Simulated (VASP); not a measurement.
# BaZrO3: single point with PBE

The system is BaZrO3.

```
Ba Zr O
1.0
     4.22720    0.00000    0.00000
     0.00000    4.22720    0.00000
     0.00000    0.00000    4.22720
Ba Zr O
1 1 3
Direct
  0.00000 0.00000 0.00000
  0.50000 0.50000 0.50000
  0.00000 0.50000 0.50000
  0.50000 0.00000 0.50000
  0.50000 0.50000 0.00000
```

- Program: VASP 6.6.1
- Task: single point
- Functional: PBE
- Potentials or basis: VASP PAW PBE potentials, release 64 (Ba_sv, Zr_sv, O)
- Cutoff: 520 eV
- k mesh: 6 × 6 × 6
- Occupations: gaussian, width 0.01 eV
- Spin: no spin polarisation

```json
{
 "Pressure": "0.9 GPa",
 "Band gap on the k mesh": "3.13 eV, indirect (least direct gap 3.38 eV)"
}
```

Levels at points of the mesh, in eV from the valence-band top:
| k point | band 17 | band 18 | band 19 | band 20 | band 21 | band 22 | band 23 | band 24 |
| --- | --- | --- | --- | --- | --- | --- | --- | --- |
| (0.00, 0.00, 0.00) | -0.95 | -0.25 | -0.25 | -0.25 | 3.13 | 3.13 | 3.13 | 4.62 |
| (0.50, 0.00, 0.00) | -1.69 | -1.61 | -0.49 | -0.49 | 3.55 | 5.54 | 5.54 | 6.34 |
| (0.50, 0.50, 0.00) | -0.93 | -0.93 | -0.85 | -0.07 | 5.51 | 5.51 | 6.31 | 6.34 |
| (0.50, 0.50, 0.50) | -2.52 | 0.00 | 0.00 | 0.00 | 5.88 | 5.88 | 5.88 | 6.78 |

It took 32 s on 1 thread of Intel Xeon 6975P-C, with other jobs on the host, peak memory 0.2 GiB.

Caveat: spin-orbit coupling is left out, which moves the levels of the heavy elements. A k mesh can miss the band edges.
